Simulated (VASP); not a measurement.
Here is a VASP 6.6.1 calculation.

INCAR

```
PREC = Accurate
ENCUT = 520
EDIFF = 1E-6
ISMEAR = 0
SIGMA = 0.1
LREAL = False
LASPH = True
NELM = 60
ALGO = Normal
ISIF = 2
LWAVE = False
LCHARG = False
NBANDS = 19
```

File KPOINTS:

```
regular mesh
0
Gamma
  9 9 4
```

File POSCAR:

```
Ti
1.0
    2.8670386266      0.0000000000      0.0000000000
   -1.4335193133      2.4829282842      0.0000000000
    0.0000000000      0.0000000000      4.5198682157
Ti
2
Direct
    0.3333333333      0.6666666667      0.2500000000
    0.6666666667      0.3333333333      0.7500000000
```

Potentials or basis: VASP PAW LDA potentials, release 64 (Ti_sv).

Command:

```sh
$ cat potpaw_LDA.64/Ti_sv/POTCAR > POTCAR
$ mpirun -np 1 vasp_std > vasp.out
```

**Question.** Estimate the band gap on the k mesh.

**Answer.** Zero (band 12 reaches 9.70 eV, above the bottom of band 13 at 8.78 eV).

**Question.** Predict the pressure.

**Answer.** 0.0 GPa.
